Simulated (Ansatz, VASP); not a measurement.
## MoS2 in VASP and in Ansatz

```xyz
3
Lattice="1.7341 1.0012 5.9965 -1.7341 1.0012 5.9965 0.0000 -2.0024 5.9965" Properties=species:S:1:pos:R:3 pbc="T T T"
Mo    0.0000    0.0000    0.0003
S     0.0000    0.0000   13.5562
S     0.0000    0.0000   10.4290
```

Change from the starting cell: strain +0.1000 x Voigt [1, 1, 0, 0, 0, 0], atoms carried along.

Alike in both runs: task single point; functional PBE; dispersion D3(BJ); k mesh 12 × 12 × 12; occupations gaussian, width 0.05 eV; no spin polarisation.

|  | VASP | Ansatz |
| --- | --- | --- |
| version | VASP 6.6.1 | Ansatz 0.2.0 |
| potentials or method | VASP PAW PBE potentials, release 64 (Mo_sv, S), cutoff 520 eV | scalar-relativistic, plane waves, PAW |
| valence electrons in the cell | 26 | 26 |

Ansatz gave:

- gap on the k mesh at the Fermi level (eV): 0.09
- least direct gap on the mesh (eV): 1.05
- pressure (GPa): -18.6
- traceless stress, the component that is largest in VASP (GPa): 6.99
- rms of the force components (eV/Å): 0.633

Task: Estimate VASP's values.

Result: gap on the k mesh at the Fermi level (eV): 0.11; least direct gap on the mesh (eV): 1.05; pressure (GPa): -18.7; traceless stress, the component that is largest in VASP (GPa): 7.00; rms of the force components (eV/Å): 0.636.

Atom by atom the forces differ by 0.003 eV/Å (rms over components).
